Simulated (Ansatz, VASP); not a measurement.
## Two plane-wave programs on BaS

Contents of POSCAR:

```
BaS
1.0
    3.8337582601      0.0000000000      0.0000000000
    0.0000000000      3.8337582601      0.0000000000
    0.0000000000      0.0000000000      3.8337582601
Ba S
1 1
Direct
    0.0000000000      0.0000000000      0.0000000000
    0.5000000000      0.5000000000      0.5000000000
```

Contents of INCAR.step1:

```
SYSTEM = BaS
PREC = Accurate ; ENCUT = 520
ISMEAR = 0 ; SIGMA = 0.01
LREAL = .False. ; LASPH = .True.
NELM = 60 ; NBANDS = 15
GGA = PE ; ALGO = Normal
EDIFF = 1E-4 ; LWAVE = .True.
LCHARG = .False.
```

The input INCAR.step2:

```
SYSTEM = BaS
PREC = Accurate ; ENCUT = 520
EDIFF = 1E-7 ; ISMEAR = 0
SIGMA = 0.01 ; LREAL = .False.
LASPH = .True. ; NELM = 60
ALGO = Normal ; ISIF = 2
LWAVE = .False. ; LCHARG = .True.
METAGGA = R2SCAN ; LMIXTAU = .True.
LELF = .True. ; LVHAR = .True.
NBANDS = 15 ; ISTART = 1
```

File KPOINTS:

```
regular mesh
0
Gamma
  6 6 6
  0 0 0
```

Input for Ansatz:

```yaml
crystal:
  lattice:
    - [3.8337582601, 0.0, 0.0]
    - [0.0, 3.8337582601, 0.0]
    - [0.0, 0.0, 3.8337582601]
  atoms:
    - { symbol: Ba, position: [0.0, 0.0, 0.0] }
    - { symbol: S, position: [0.5, 0.5, 0.5] }
kpoints:
  mp_grid: { grid: [6, 6, 6] }
  band_path:
    path:
      - [0.0, 0.0, 0.0]
      - [0.0, 0.5, 0.0]
      - [0.5, 0.5, 0.0]
      - [0.5, 0.5, 0.5]
      - [0.0, 0.5, 0.5]
    npoints: 1
hamiltonian:
  xc: r2scan
scf:
  occupations: { method: fixed }
  n_extra_bands: 4
output:
  forces: true
  stress: true
  eigenvalues: true
```

Alike in both runs: task single point; functional r2SCAN; k mesh 6 × 6 × 6; no spin polarisation.

```csv
,VASP,Ansatz
version,VASP 6.6.1,Ansatz 0.2.0
potentials or method,"VASP PAW PBE potentials, release 64 (Ba_sv, S)","plane waves, PAW"
plane-wave cutoff (eV),520,500
occupations,"gaussian, width 0.01 eV",fixed
valence electrons in the cell,16,16
```

VASP gave:

```
gap on the k mesh at the Fermi level (eV) : 1.81
pressure (GPa)                            : 1.0
```

Question: Which values does Ansatz return?

Answer: gap on the k mesh at the Fermi level (eV): 1.93; pressure (GPa): 0.0.

VASP's potentials were made for PBE, not for r2SCAN.

Neither program's run includes spin-orbit coupling.
